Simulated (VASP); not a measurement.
Write the native input for VASP 6.6.1 that does the following.

```yaml
Task: single point
Functional: r2SCAN
Potentials_or_basis: VASP PAW PBE potentials, release 64 (Na_pv, I)
Cutoff: 520 eV
k_mesh: 8 × 8 × 8
Occupations: gaussian, width 0.01 eV
Spin: no spin polarisation
Dipole_correction: no
Further_INCAR_settings: ALGO = Normal; EDIFF = 1e-06; NBANDS = 14
```

The system is NaI.

```xyz
2
Lattice="0.0000 3.2296 3.2296 3.2296 0.0000 3.2296 3.2296 3.2296 0.0000" Properties=species:S:1:pos:R:3 pbc="T T T"
Na    0.0000    0.0000    0.0000
I     3.2296    3.2296    3.2296
```

The input as run:

POSCAR

```
NaI
1.0
    0.0000000000      3.2296282834      3.2296282834
    3.2296282834      0.0000000000      3.2296282834
    3.2296282834      3.2296282834      0.0000000000
Na I
1 1
Direct
    0.0000000000      0.0000000000      0.0000000000
    0.5000000000      0.5000000000      0.5000000000
```

INCAR.step1

```
SYSTEM = NaI
PREC     = Accurate       ! precision mode
ENCUT    = 520            ! plane-wave cutoff, eV
ISMEAR   = 0              ! smearing method
SIGMA    = 0.01           ! smearing width, eV
LREAL    = .FALSE.        ! projectors in reciprocal space
LASPH    = .TRUE.         ! aspherical terms in the spheres
NELM     = 100            ! most SCF steps
NBANDS   = 14             ! bands
GGA      = PE             ! functional
ALGO     = Normal         ! electronic algorithm
EDIFF    = 1E-4           ! SCF threshold, eV
LWAVE    = .TRUE.         ! write WAVECAR
LCHARG   = .FALSE.        ! write CHGCAR
```

INCAR.step2

```
SYSTEM = NaI
PREC     = Accurate       ! precision mode
ENCUT    = 520            ! plane-wave cutoff, eV
EDIFF    = 1E-6           ! SCF threshold, eV
ISMEAR   = 0              ! smearing method
SIGMA    = 0.01           ! smearing width, eV
LREAL    = .FALSE.        ! projectors in reciprocal space
LASPH    = .TRUE.         ! aspherical terms in the spheres
NELM     = 100            ! most SCF steps
ALGO     = Normal         ! electronic algorithm
ISIF     = 2              ! what is computed and relaxed
LWAVE    = .FALSE.        ! write WAVECAR
LCHARG   = .TRUE.         ! write CHGCAR
METAGGA  = R2SCAN         ! meta-GGA
LMIXTAU  = .TRUE.       
LELF     = .TRUE.         ! ELF
LVHAR    = .TRUE.       
NBANDS   = 14             ! bands
ISTART   = 1
```

KPOINTS

```
regular mesh
0
G
  8 8 8
  0 0 0
```

Potentials or basis: VASP PAW PBE potentials, release 64 (Na_pv, I).

Run with:

```sh
$ cat potpaw_PBE.64/Na_pv/POTCAR potpaw_PBE.64/I/POTCAR > POTCAR
$ cp INCAR.step1 INCAR
$ mpirun -np 1 vasp_std > vasp.out
$ cp INCAR.step2 INCAR
$ mpirun -np 1 vasp_std > vasp.out
```

It gave:

```
Pressure               : -0.1 GPa
Band gap on the k mesh : 4.46 eV
```

Caveat: the PAW data sets were made with another functional, which shifts forces and pressure a little; spin-orbit coupling is left out, which moves the levels of the heavy elements.

It took 110 s on 1 thread of AMD EPYC 7R13 Processor (Zen 3), on a shared host, peak memory 0.19 GiB.
